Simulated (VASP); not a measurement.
Set up this calculation in VASP 6.6.1, as the native input.

- Task: single point
- Functional: PBEsol
- Potentials or basis: VASP PAW PBE potentials, release 64 (Sc_sv, Pt)
- Cutoff: 520 eV
- k mesh: 10 × 10 × 10
- Occupations: gaussian, width 0.05 eV
- Spin: no spin polarisation
- Dipole correction: no
- Further INCAR settings: ALGO = Normal; EDIFF = 1e-06; NBANDS = 18

The structure of ScPt lies in POSCAR:

```
ScPt
1.0
    3.2398809450      0.0000000000      0.0000000000
    0.0000000000      3.2398809450      0.0000000000
    0.0000000000      0.0000000000      3.2398809450
Sc Pt
1 1
Direct
    0.0000000000      0.0000000000      0.0000000000
    0.5000000000      0.5000000000      0.5000000000
```

This cell differs from its parent crystal: volume scaled by 0.980.

The input as run:

INCAR

```
SYSTEM = ScPt
PREC = Accurate
ENCUT = 520
EDIFF = 1E-6
ISMEAR = 0
SIGMA = 0.05
LREAL = .FALSE.
LASPH = .TRUE.
NELM = 100
ALGO = Normal
ISIF = 2
LWAVE = .FALSE.
LCHARG = .FALSE.
GGA = PS
NBANDS = 18
```

KPOINTS

```
Automatic mesh
0
G
  10 10 10
  0 0 0
```

Potentials or basis: VASP PAW PBE potentials, release 64 (Sc_sv, Pt).

Run with:

```bash
$ cat potpaw_PBE.64/Sc_sv/POTCAR potpaw_PBE.64/Pt/POTCAR > POTCAR
$ mpirun -np 1 vasp_std > vasp.out
```

It gave:

```yaml
Pressure: 3.3 GPa
```

Caveat: the PAW data sets were made with another functional, which shifts forces and pressure a little.

Wall time 17 s on 1 thread of Intel(R) Xeon(R) Platinum 8488C (Sapphire Rapids) (shared host), peak memory 0.16 GiB.
